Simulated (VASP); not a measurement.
# Ta (Pm-3m) in VASP: notebook

The runs below take Ta through single point, with BLYP.

Program: VASP 6.6.1. These are calculated values, not measurements. Logs are shortened: lines on timing, memory, paths and dates and some standing lists are left out, and cuts for length are marked.

## (1) The cell of the first run

Symmetry: Pm-3m, No. 221, cubic system. The conventional cell has a = 2.778 Å, b = 2.778 Å, c = 2.778 Å, α = 90.00°, β = 90.00°, γ = 90.00°. Within 3.7 Å of Ta (site symmetry m-3m) lie 6 Ta at 2.78 Å.

## (2) Single point, BLYP

The input, INCAR:

```
PREC = Accurate ; ENCUT = 520
EDIFF = 1E-6 ; ISMEAR = -1
SIGMA = 0.1 ; LREAL = False
LASPH = True ; NELM = 60
ALGO = Normal ; ISIF = 2
LWAVE = False ; LCHARG = True
GGA = B5 ; ALDAX = 1.0
AGGAX = 1.0 ; AGGAC = 1.0
ALDAC = 0.0 ; LELF = True
LVHAR = True ; NBANDS = 12
```

The input, KPOINTS:

```
Automatic mesh
0
Gamma
  13 13 13
```

The input, POSCAR:

```
Ta
1.0
    2.7782269006      0.0000000000      0.0000000000
    0.0000000000      2.7782269006      0.0000000000
    0.0000000000      0.0000000000      2.7782269006
Ta
1
Direct
    0.0000000000      0.0000000000      0.0000000000
```

Potentials or basis: VASP PAW PBE potentials, release 64 (Ta_pv).

Command:

```console
> cat potpaw_PBE.64/Ta_pv/POTCAR > POTCAR
> mpirun -np 1 vasp_std > vasp.out
```

OUTCAR:

```text
PREC = Accurate
   ENCUT = 520
   EDIFF = 1E-6
   ISMEAR = -1
   LREAL = False
   LASPH = True
   NELM = 60
   ISIF = 2
   GGA = B5

 ion  position               nearest neighbor table
   1  0.000  0.000  0.000-

  LATTYP: Found a simple cubic cell.
 ALAT       =     2.7782269006

  Lattice vectors:

 A1 = (   2.7782269006,   0.0000000000,   0.0000000000)
 A2 = (   0.0000000000,   2.7782269006,   0.0000000000)
 A3 = (   0.0000000000,   0.0000000000,   2.7782269006)

Analysis of symmetry for initial positions (statically):
=====================================================================
 Subroutine PRICEL returns:
 Original cell was already a primitive cell.

 Routine SETGRP: Setting up the symmetry group for a
 simple cubic supercell.

 Subroutine GETGRP returns: Found 48 space group operations
 (whereof 48 operations were pure point group operations)
 out of a pool of 48 trial point group operations.

The static configuration has the point symmetry O_h .

Analysis of symmetry for dynamics (positions and initial velocities):
=====================================================================
 Subroutine PRICEL returns:
 Original cell was already a primitive cell.

 Routine SETGRP: Setting up the symmetry group for a
 simple cubic supercell.

 Subroutine GETGRP returns: Found 48 space group operations
 (whereof 48 operations were pure point group operations)
 out of a pool of 48 trial point group operations.

The dynamic configuration has the point symmetry O_h .

 Subroutine INISYM returns: Found 48 space group operations
 (whereof 48 operations are pure point group operations),
 and found     1 'primitive' translations

----------------------------------------------------------------------------------------

                                     Primitive cell

  volume of cell :      21.4439

  direct lattice vectors                    reciprocal lattice vectors
     2.778226901  0.000000000  0.000000000     0.359941803  0.000000000  0.000000000
     0.000000000  2.778226901  0.000000000     0.000000000  0.359941803  0.000000000
     0.000000000  0.000000000  2.778226901     0.000000000  0.000000000  0.359941803

  length of vectors
     2.778226901  2.778226901  2.778226901     0.359941803  0.359941803  0.359941803

  position of ions in fractional coordinates (direct lattice)
     0.000000000  0.000000000  0.000000000

  ion indices of the primitive-cell ions
   primitive index   ion index
                 1           1

----------------------------------------------------------------------------------------

 KPOINTS: Automatic mesh

Automatic generation of k-mesh.
 Grid dimensions read from file:
 generate k-points for:   13   13   13

 Generating k-lattice:

  Cartesian coordinates                     Fractional coordinates (reciprocal lattice)
     0.027687831  0.000000000  0.000000000     0.076923077  0.000000000  0.000000000
     0.000000000  0.027687831  0.000000000     0.000000000  0.076923077  0.000000000
     0.000000000  0.000000000  0.027687831     0.000000000  0.000000000  0.076923077

  Length of vectors
     0.027687831  0.027687831  0.027687831

  Shift w.r.t. Gamma in fractional coordinates (k-lattice)
     0.000000000  0.000000000  0.000000000

 Subroutine IBZKPT returns following result:
 ===========================================

 Found     84 irreducible k-points:

 Following reciprocal coordinates:
            Coordinates               Weight
  0.000000  0.000000  0.000000      1.000000
  0.076923  0.000000  0.000000      6.000000
  0.153846  0.000000  0.000000      6.000000
  0.230769  0.000000  0.000000      6.000000
  0.307692  0.000000  0.000000      6.000000
  0.384615  0.000000  0.000000      6.000000
[... 16 lines left out ...]
  0.307692  0.307692  0.000000     12.000000
  0.384615  0.307692  0.000000     24.000000
 [... further k-points ...]
   k-points           NKPTS =     84   k-points in BZ     NKDIM =     84   number of bands    NBANDS=     12
   number of dos      NEDOS =    301   number of ions     NIONS =      1
   total plane-waves  NPLWV =  13824
   dimension x,y,z NGX =    24 NGY =   24 NGZ =   24
   dimension x,y,z NGXF=    48 NGYF=   48 NGZF=   48
   ions per type =               1
   NGX,Y,Z   is equivalent  to a cutoff of  14.36, 14.36, 14.36 a.u.
   NGXF,Y,Z  is equivalent  to a cutoff of  28.72, 28.72, 28.72 a.u.
 SYSTEM =  unknown system
   PREC   = accura    normal or accurate (medium, high low for compatibility)
   ISTART =      0    job   : 0-new  1-cont  2-samecut
   ICHARG =      2    charge: 1-file 2-atom 10-const
   ISPIN  =      1    spin polarized calculation?
   LNONCOLLINEAR =      F non collinear calculations
   LSORBIT =      F    spin-orbit coupling
   LASPH  =      T    aspherical Exc in radial PAW
   ENCUT  =  520.0 eV  38.22 Ry    6.18 a.u.   5.17  5.17  5.17*2*pi/ulx,y,z
   NELM   =     60;   NELMIN=  2; NELMDL= -5     # of ELM steps
   EDIFF  = 0.1E-05   stopping-criterion for ELM
   LREAL  =      F    real-space projection
   EDIFFG = 0.1E-04   stopping-criterion for IOM
   NSW    =      0    number of steps for IOM
   IBRION =     -1    ionic relax: 0-MD 1-quasi-New 2-CG
   NFREE  =      0    steps in history (QN), initial steepest desc. (CG)
   ISIF   =      2    stress and relaxation
   ISYM   =      2    0-nonsym 1-usesym 2-fastsym
   POTIM  = 0.5000    time-step for ionic-motion
   TEBEG  =    0.0;   TEEND  =   0.0 temperature during run
   PSTRESS=    0.0 pullay stress
   NELECT =      11.0000    total number of electrons
   NUPDOWN=      -1.0000    fix difference up-down
   EMIN   =  10.00;   EMAX   =-10.00  energy-range for DOS
   EFERMI =   0.00;   METHOD = LEGACY
   ISMEAR =    -1;   SIGMA  =   0.10  broadening in eV -4-tet -1-fermi 0-gaus
   EFERMI_NEDOS =   21; number of points for ismear=-14 and -15
   IALGO  =     38    algorithm
   IMIX   =      4    mixing-type and parameters
     AMIX     =   0.40;   BMIX     =  1.00
     AMIX_MAG =   1.60;   BMIX_MAG =  1.00
  volume/ion in A,a.u.               =      21.44       144.71
  Fermi-wavevector in a.u.,A,eV,Ry     =   1.310503  2.476492 23.366891  1.717418
  Thomas-Fermi vector in A             =   2.441029
   LORBIT       =      0    0 simple, 1 ext, 2 COOP (PROOUT), +10 PAW based schemes
   GGA     = B5    functional components
   LHFCALC =     F    Hartree Fock is set to
   AEXX    =    0.0000 exact exchange contribution
   IVDW    =     0    specifies the selected vdW correction
   LEPSILON=     F    determine dielectric tensor
   LRPA    =     F    only Hartree local field effects (RPA)
 non-spin polarized calculation
  energy-cutoff  :      520.00
  volume of cell :       21.44
 maximum number of plane-waves:       591
 NGX is ok and might be reduce to    24
   NGX = 11   NGY = 11   NGZ = 11

 number of electron      11.0000002 magnetization

 Free energy of the ion-electron system (eV)
  ---------------------------------------------------
  ext. energy  EPLUGINS =         0.00000000
  ---------------------------------------------------
  free energy    TOTEN  =        -9.42495196 eV

  energy without entropy =       -9.38869619  energy(sigma->0) =       -9.40682407

 E-fermi :   4.7412     XC(G=0): -10.9903

 val. band max:        4.7126797856   @ k =   0.3846   0.2308   0.2308
 cond. band min:       4.7579350661   @ k =   0.2308   0.2308   0.2308
 fundamental gap:      0.0452552805
 Fermi energy:         4.7411839604

 k-point     1 :       0.0000    0.0000    0.0000
  band No.  band energies     occupation
      1     -28.6575      2.00000
      2     -28.6575      2.00000
      3     -28.6575      2.00000
      4      -2.2270      2.00000
      5       2.1956      2.00000
      6       2.1956      2.00000
      7      10.4502      0.00000
      8      10.4502      0.00000
      9      10.4502      0.00000
     10      18.4058      0.00000
     11      18.9998      0.00000
     12      18.9998      0.00000

 k-point     2 :       0.0769    0.0000    0.0000
  band No.  band energies     occupation
      1     -28.7232      2.00000
      2     -28.6520      2.00000
      3     -28.6520      2.00000
      4      -2.0553      2.00000
      5       2.2410      2.00000
      6       2.3689      2.00000
      7      10.1532      0.00000
      8      10.1532      0.00000
      9      10.4705      0.00000
     10      18.0685      0.00000
     11      18.4281      0.00000
     12      19.3878      0.00000

 k-point     3 :       0.1538    0.0000    0.0000
  band No.  band energies     occupation
      1     -28.9022      2.00000
      2     -28.6369      2.00000
      3     -28.6369      2.00000
      4      -1.5811      2.00000
      5       2.3700      2.00000
      6       2.8715      2.00000
      7       9.4368      0.00000
      8       9.4368      0.00000
      9      10.5275      0.00000
     10      16.4108      0.00000
     11      18.4169      0.00000
     12      20.3621      0.00000
[... 286 lines left out ...]
 k-point    23 :       0.3077    0.3077    0.0000
  band No.  band energies     occupation
      1     -29.3239      2.00000
      2     -29.2981      2.00000
      3     -28.5298      2.00000
      4       1.5108      2.00000
      5       3.0983      2.00000
      6       6.2169      0.00000
      7       6.6974      0.00000
      8       8.1302      0.00000
      9       8.4540      0.00000
     10      15.3649      0.00000
     11      17.3216      0.00000
     12      18.4434      0.00000

 k-point    24 :       0.3846    0.3077    0.0000
  band No.  band energies     occupation
      1     -29.5077      2.00000
      2     -29.2850      2.00000
      3     -28.5113      2.00000
      4       1.8378      2.00000
      5       2.8366      2.00000
      6       6.4373      0.00000
      7       7.7440      0.00000
      8       7.9024      0.00000
      9       8.4437      0.00000
     10      14.5623      0.00000
     11      17.8517      0.00000
     12      18.4739      0.00000

 [... further k-points ...]
[... 5 lines left out ...]
  --------------------------------------------------------------------------------------
  -------------------------------------------------------------------------------------
  Total        0.0896168      0.0896168      0.0896168      0.0000000      0.0000000     -0.0000000
  in kB        6.6957174      6.6957174      6.6957174      0.0000000      0.0000000     -0.0000000
  external PRESSURE =       6.6957174 kB  Pullay stress =       0.0000000 kB

 VOLUME and BASIS-vectors are now :
 -----------------------------------------------------------------------------
  energy-cutoff  :      520.00
  volume of cell :       21.44
      direct lattice vectors                 reciprocal lattice vectors
     2.778226901  0.000000000  0.000000000     0.359941803  0.000000000  0.000000000
     0.000000000  2.778226901  0.000000000     0.000000000  0.359941803  0.000000000
     0.000000000  0.000000000  2.778226901     0.000000000  0.000000000  0.359941803

 POSITION                                       TOTAL-FORCE (eV/Angst)
 -----------------------------------------------------------------------------------
      0.00000      0.00000      0.00000         0.000000      0.000000      0.000000
 -----------------------------------------------------------------------------------
    total drift:                                0.000000      0.000000     -0.000000

  FREE ENERGIE OF THE ION-ELECTRON SYSTEM (eV)
  ---------------------------------------------------
  free  energy   TOTEN  =        -9.4249519577 eV

  energy  without entropy=       -9.3886961885  energy(sigma->0) =       -9.40682407
```

Run time: 18 s. Hardware: 1 thread of AMD EPYC 7R13 (Zen 3), shared host; peak memory 0.12 GiB.

What came out:

| Item | Value |
| --- | --- |
| Free energy | -9.4250 eV |
| Pressure | 0.7 GPa |

Levels at points of the mesh, in eV from the Fermi level:
```
           k point  band 2  band 3  band 4  band 5  band 6  band 7  band 8  band 9  band 10  band 11
(0.00, 0.00, 0.00)  -33.40  -33.40   -6.97   -2.55   -2.55    5.71    5.71    5.71    13.66    14.26
```

Caveat: the PAW data sets were made with another functional, which shifts forces and pressure a little; spin-orbit coupling is left out, which moves the levels of the heavy elements.

## (3) Single point, BLYP (volume scaled by 1.04)

The input, INCAR:

```
PREC     = Accurate       # precision mode
ENCUT    = 520            # plane-wave cutoff, eV
EDIFF    = 1E-6           # SCF threshold, eV
ISMEAR   = -1             # smearing method
SIGMA    = 0.1            # smearing width, eV
LREAL    = False          # projectors in reciprocal space
LASPH    = True           # aspherical terms in the spheres
NELM     = 100            # most SCF steps
ALGO     = Normal         # electronic algorithm
ISIF     = 2              # what is computed and relaxed
LWAVE    = False          # write WAVECAR
LCHARG   = False          # write CHGCAR
GGA      = B5             # functional
ALDAX    = 1.0          
AGGAX    = 1.0          
AGGAC    = 1.0          
ALDAC    = 0.0          
NBANDS   = 12             # bands
```

The input, KPOINTS:

```
regular mesh
0
Gamma
  13 13 13
```

The input, POSCAR:

```
Ta
1.0
    2.8147867103      0.0000000000      0.0000000000
    0.0000000000      2.8147867103      0.0000000000
    0.0000000000      0.0000000000      2.8147867103
Ta
1
Direct
    0.0000000000      0.0000000000      0.0000000000
```

Potentials or basis: VASP PAW PBE potentials, release 64 (Ta_pv).

Command:

```console
> cat potpaw_PBE.64/Ta_pv/POTCAR > POTCAR
> mpirun -np 1 vasp_std > vasp.out
```

OUTCAR:

```text
PREC = Accurate
   ENCUT = 520
   EDIFF = 1E-6
   ISMEAR = -1
   LREAL = False
   LASPH = True
   NELM = 100
   ISIF = 2
   GGA = B5

 ion  position               nearest neighbor table
   1  0.000  0.000  0.000-

  LATTYP: Found a simple cubic cell.
 ALAT       =     2.8147867103

  Lattice vectors:

 A1 = (   2.8147867103,   0.0000000000,   0.0000000000)
 A2 = (   0.0000000000,   2.8147867103,   0.0000000000)
 A3 = (   0.0000000000,   0.0000000000,   2.8147867103)

Analysis of symmetry for initial positions (statically):
=====================================================================
 Subroutine PRICEL returns:
 Original cell was already a primitive cell.

 Routine SETGRP: Setting up the symmetry group for a
 simple cubic supercell.

 Subroutine GETGRP returns: Found 48 space group operations
 (whereof 48 operations were pure point group operations)
 out of a pool of 48 trial point group operations.

The static configuration has the point symmetry O_h .

Analysis of symmetry for dynamics (positions and initial velocities):
[... 158 lines left out ...]

 val. band max:        4.3784091361   @ k =   0.2308   0.2308   0.1538
 cond. band min:       4.4608240525   @ k =   0.2308   0.2308   0.2308
 fundamental gap:      0.0824149164
 Fermi energy:         4.4564824655

 k-point     1 :       0.0000    0.0000    0.0000
  band No.  band energies     occupation
      1     -29.0583      2.00000
      2     -29.0583      2.00000
      3     -29.0583      2.00000
      4      -2.3711      2.00000
      5       2.0389      2.00000
      6       2.0389      2.00000
      7       9.8940      0.00000
      8       9.8940      0.00000
      9       9.8940      0.00000
     10      18.3436      0.00000
     11      18.3436      0.00000
     12      18.3436      0.00000
[... 331 lines left out ...]
 k-point    24 :       0.3846    0.3077    0.0000
  band No.  band energies     occupation
      1     -29.8120      2.00000
      2     -29.6145      2.00000
      3     -28.9300      2.00000
      4       1.6574      2.00000
      5       2.6260      2.00000
      6       6.0328      0.00000
      7       7.3450      0.00000
      8       7.4440      0.00000
      9       8.0051      0.00000
     10      13.9065      0.00000
     11      17.1496      0.00000
     12      18.0598      0.00000

 [... further k-points ...]
[... 5 lines left out ...]
  --------------------------------------------------------------------------------------
  -------------------------------------------------------------------------------------
  Total       -0.5729933     -0.5729933     -0.5729933      0.0000000     -0.0000000     -0.0000000
  in kB      -41.1645768    -41.1645768    -41.1645768      0.0000000     -0.0000000     -0.0000000
  external PRESSURE =     -41.1645768 kB  Pullay stress =       0.0000000 kB

 VOLUME and BASIS-vectors are now :
 -----------------------------------------------------------------------------
  energy-cutoff  :      520.00
  volume of cell :       22.30
      direct lattice vectors                 reciprocal lattice vectors
     2.814786710  0.000000000  0.000000000     0.355266705  0.000000000  0.000000000
     0.000000000  2.814786710  0.000000000     0.000000000  0.355266705  0.000000000
     0.000000000  0.000000000  2.814786710     0.000000000  0.000000000  0.355266705

 POSITION                                       TOTAL-FORCE (eV/Angst)
 -----------------------------------------------------------------------------------
      0.00000      0.00000      0.00000         0.000000      0.000000      0.000000
 -----------------------------------------------------------------------------------
    total drift:                                0.000000     -0.000000      0.000000

  FREE ENERGIE OF THE ION-ELECTRON SYSTEM (eV)
  ---------------------------------------------------
  free  energy   TOTEN  =        -9.4154892249 eV

  energy  without entropy=       -9.3763483038  energy(sigma->0) =       -9.39591876
```

OSZICAR:

```text
N       E                     dE             d eps       ncg     rms          rms(c)
DAV:   1     0.657350229237E+02    0.65735E+02   -0.61532E+03  2024   0.841E+02
DAV:   2    -0.858086078270E+01   -0.74316E+02   -0.72198E+02  2264   0.240E+02
DAV:   3    -0.976056394358E+01   -0.11797E+01   -0.11606E+01  2476   0.284E+01
DAV:   4    -0.976567561106E+01   -0.51117E-02   -0.51106E-02  2264   0.199E+00
DAV:   5    -0.976569687121E+01   -0.21260E-04   -0.21260E-04  2480   0.130E-01    0.101E+01
DAV:   6    -0.947333783972E+01    0.29236E+00   -0.32397E-01  2464   0.528E+00    0.476E+00
DAV:   7    -0.941481496723E+01    0.58523E-01   -0.23171E-01  2372   0.412E+00    0.488E-01
DAV:   8    -0.941573234163E+01   -0.91737E-03   -0.10992E-02  2236   0.843E-01    0.126E-01
DAV:   9    -0.941549835409E+01    0.23399E-03   -0.52682E-04  2356   0.220E-01    0.254E-02
DAV:  10    -0.941548945749E+01    0.88966E-05   -0.21289E-05  2256   0.445E-02    0.499E-03
DAV:  11    -0.941548922495E+01    0.23255E-06   -0.57490E-07  1528   0.717E-03
   1 F= -.94154892E+01 E0= -.93959188E+01  d E =-.391409E-01
```

It took 18 s on 1 thread of AMD EPYC 7R13 (Zen 3), shared host; peak memory 0.12 GiB.

What came out:

```
Free energy : -9.4155 eV
Pressure    : -4.1 GPa
```

Caveat: the PAW data sets were made with another functional, which shifts forces and pressure a little; spin-orbit coupling is left out, which moves the levels of the heavy elements.

[end of part 1 of 2]
